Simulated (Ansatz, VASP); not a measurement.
**Two plane-wave programs on CsI**

```
Cs I
1.0
     4.53566    0.00000    0.00000
     0.00000    4.53566    0.00000
     0.00000    0.00000    4.53566
Cs I
1 1
Direct
  0.00000 0.00000 0.00000
  0.50000 0.50000 0.50000
```

Alike in both runs: functional r2SCAN; dispersion rVV10; k mesh 6 × 6 × 6; occupations fermi-dirac, width 0.05 eV; no spin polarisation.

Ansatz relaxed the structure, and its values are those at the end. VASP's run is a single point on that final structure, the one shown.

```csv
,VASP,Ansatz
version,VASP 6.6.1,Ansatz 0.2.0
potentials or method,"VASP PAW PBE potentials, release 64 (Cs_sv, I)","plane waves, PAW"
plane-wave cutoff (eV),550,500
valence electrons in the cell,16,26
```

|  | VASP | Ansatz | Ansatz less VASP |
| --- | --- | --- | --- |
| pressure (GPa) | 0.1 | 0.0 | -0.12 |

VASP's potentials were made for PBE, not for r2SCAN. VASP's potentials hold 16 valence electrons a cell and Ansatz's 26, so a difference there can come from the potentials and not from the codes.

Spin-orbit coupling is off throughout.
